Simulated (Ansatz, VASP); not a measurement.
**MnO2 in VASP and in Ansatz**

Contents of INCAR:

```
ALGO = Normal
EDIFF = 1E-6
ENCUT = 600
GGA = PE
GGA_COMPAT = False
ISIF = 2
ISMEAR = 0
LASPH = True
LCHARG = False
LREAL = False
LWAVE = False
NBANDS = 20
NELM = 120
PREC = Accurate
SIGMA = 0.05
```

File KPOINTS:

```
k-points
0
Gamma
  14 14 6
```

Contents of POSCAR:

```
MnO2
1.0
    2.8768068094      0.0000000000      0.0000000000
   -1.4384034047      2.4913877787      0.0000000000
    0.0000000000      0.0000000000      5.4464523635
Mn O
1 2
Direct
    0.0000000000      0.0000000000      0.0000000000
    0.3333333333      0.6666666667      0.1753671606
    0.6666666667      0.3333333333      0.8246328394
```

Input for Ansatz:

```yaml
crystal:
  lattice:
    - [2.8768068094, 0.0, 0.0]
    - [-1.4384034047, 2.4913877787, 0.0]
    - [0.0, 0.0, 5.4464523635]
  atoms:
    - { symbol: Mn, position: [0.0, 0.0, 0.0] }
    - { symbol: O, position: [0.3333333333, 0.6666666667, 0.1753671606] }
    - { symbol: O, position: [0.6666666667, 0.3333333333, 0.8246328394] }
basis:
  ecutwfc: 420
  ecutrho_ratio: 4
kpoints:
  mp_grid: { grid: [14, 14, 6] }
hamiltonian:
  xc: pbe
scf:
  occupations: { method: gaussian, width: 0.05 }
output:
  forces: true
  stress: true
  eigenvalues: true
```

Alike in both runs: task single point; functional PBE; k mesh 14 × 14 × 6; occupations gaussian, width 0.05 eV; no spin polarisation.

|  | VASP | Ansatz |
| --- | --- | --- |
| version | VASP 6.6.1 | Ansatz 0.2.0 |
| potentials or method | VASP PAW PBE potentials, release 64 (Mn_sv, O), cutoff 600 eV | scalar-relativistic, plane waves, PAW |
| valence electrons in the cell | 27 | 27 |

|  | VASP | Ansatz | Ansatz less VASP |
| --- | --- | --- | --- |
| gap on the k mesh at the Fermi level (eV) | none | none | - |
| pressure (GPa) | -8.9 | -8.0 | +0.92 |
| traceless stress, the component that is largest in VASP (GPa) | 4.98 | 5.13 | +0.140 |
| rms of the force components (eV/Å) | 0.179 | 0.171 | -0.0085 |

Atom by atom the forces differ by 0.008 eV/Å (rms over components). A gap of «none» marks a metal or a gap that the smearing closes.
